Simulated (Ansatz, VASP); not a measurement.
# Pt: VASP beside Ansatz

```
CELL_PARAMETERS angstrom
0.00000 1.90895 1.95790
1.90895 0.00000 1.95790
1.90895 1.90895 0.00000
ATOMIC_POSITIONS crystal
Pt 0.00000 0.00000 0.00000
```

Change from the starting cell: strain -0.025 along x and y, +0.000 along z, atoms carried along.

Alike in both runs: task single point; functional PBE; k mesh 20 × 20 × 20; occupations gaussian, width 0.15 eV; no spin polarisation.

|  | VASP | Ansatz |
| --- | --- | --- |
| version | VASP 6.6.1 | Ansatz 0.2.0 |
| potentials or method | VASP PAW PBE potentials, release 64 (Pt), cutoff 520 eV | scalar-relativistic, plane waves, PAW |
| valence electrons in the cell | 10 | 18 |

|  | VASP | Ansatz | Ansatz less VASP |
| --- | --- | --- | --- |
| gap on the k mesh at the Fermi level (eV) | none | none | - |
| pressure (GPa) | 28.8 | 29.4 | +0.59 |
| traceless stress, the component that is largest in VASP (GPa) | -2.41 | -2.43 | -0.019 |

A gap of «none» marks a metal or a gap that the smearing closes. Both programs put the cell under a high pressure, so it lies far from rest at this level. VASP's potentials hold 10 valence electrons a cell and Ansatz's 18, so a difference there can come from the potentials and not from the codes.

Spin-orbit coupling is off throughout.
